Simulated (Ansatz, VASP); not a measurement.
**PtS2: VASP beside Ansatz**

```
Pt S
1.0
     3.54320    0.00000    0.00000
    -1.77160    3.06850    0.00000
     0.00000    0.00000    5.03880
Pt S
1 2
Direct
  0.00000 0.00000 0.00000
  0.28612 0.63210 0.19046
  0.66667 0.33333 0.75000
```

Alike in both runs: task single point; functional PBEsol; k mesh 12 × 12 × 8; occupations gaussian, width 0.05 eV; no spin polarisation.

|  | VASP | Ansatz |
| --- | --- | --- |
| version | VASP 6.6.1 | Ansatz 0.2.0 |
| potentials or method | VASP PAW PBE potentials, release 64 (Pt, S), cutoff 520 eV | scalar-relativistic, plane waves, PAW |
| valence electrons in the cell | 22 | 30 |

VASP gave:

```
gap on the k mesh at the Fermi level (eV)                     : 0.51
least direct gap on the mesh (eV)                             : 0.75
pressure (GPa)                                                : 11.5
traceless stress, the component that is largest in VASP (GPa) : 5.42
rms of the force components (eV/Å)                            : 1.920
```

Q: What did Ansatz give for the same quantities?

A: gap on the k mesh at the Fermi level (eV): 0.50; least direct gap on the mesh (eV): 0.74; pressure (GPa): 11.7; traceless stress, the component that is largest in VASP (GPa): 5.48; rms of the force components (eV/Å): 1.912.

VASP's potentials were made for PBE, not for PBEsol. Atom by atom the forces differ by 0.014 eV/Å (rms over components). VASP's potentials hold 22 valence electrons a cell and Ansatz's 30, so a difference there can come from the potentials and not from the codes.

Neither program's run includes spin-orbit coupling.
